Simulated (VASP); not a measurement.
**CaSe: single point with PBE+D3(BJ)**

The system is CaSe.

```
Ca Se
1.0
     2.53511   -2.54385    0.00000
     2.53511    2.54385    0.00000
     0.00000    0.00000    3.59100
Ca Se
1 1
Cartesian
  0.0000 0.0000 0.0000
  2.5351 0.0000 1.7955
```

```json
{
 "Program": "VASP 6.6.1",
 "Task": "single point",
 "Functional": "PBE",
 "Dispersion": "D3(BJ)",
 "Potentials or basis": "VASP PAW PBE potentials, release 64 (Ca_sv, Se)",
 "Cutoff": "520 eV",
 "k mesh": "8 × 8 × 8",
 "Occupations": "gaussian, width 0.02 eV",
 "Spin": "no spin polarisation",
 "Dipole correction": "no",
 "Further INCAR settings": "ALGO = Normal; EDIFF = 1e-06; NBANDS = 15"
}
```

| Quantity | Value |
| --- | --- |
| Pressure | 0.2 GPa |
| Band gap on the k mesh | 0.70 eV, direct |
| Dispersion energy per atom | -0.393 eV |

Levels at points of the mesh, in eV from the valence-band top:
| k point | band 4 | band 5 | band 6 | band 7 | band 8 | band 9 | band 10 | band 11 | band 12 | band 13 |
| --- | --- | --- | --- | --- | --- | --- | --- | --- | --- | --- |
| (0.00, 0.00, 0.00) | -22.20 | -13.23 | -0.91 | -0.90 | -0.90 | 0.98 | 0.98 | 2.30 | 4.44 | 4.44 |
| (0.50, 0.00, 0.00) | -22.18 | -12.42 | -5.11 | -1.12 | -1.11 | 1.96 | 4.71 | 4.81 | 4.91 | 5.44 |
| (0.50, 0.50, 0.00) | -22.16 | -12.11 | -3.71 | -3.69 | 0.00 | 0.70 | 2.98 | 3.16 | 3.17 | 5.48 |
| (0.00, 0.00, 0.50) | -22.18 | -12.42 | -5.11 | -1.13 | -1.10 | 1.97 | 4.71 | 4.81 | 4.91 | 5.42 |
| (0.50, 0.00, 0.50) | -22.16 | -12.10 | -3.70 | -3.70 | 0.00 | 0.70 | 2.98 | 3.16 | 3.16 | 5.48 |
| (0.50, 0.50, 0.50) | -22.33 | -11.48 | -3.89 | -3.89 | -3.88 | 3.88 | 3.90 | 3.91 | 5.55 | 5.55 |

It took 49 s on 1 thread of Intel(R) Xeon(R) Platinum 8375C CPU @ 2.90GHz (Ice Lake), on a shared host, peak memory 0.22 GiB.

A k mesh can miss the band edges.
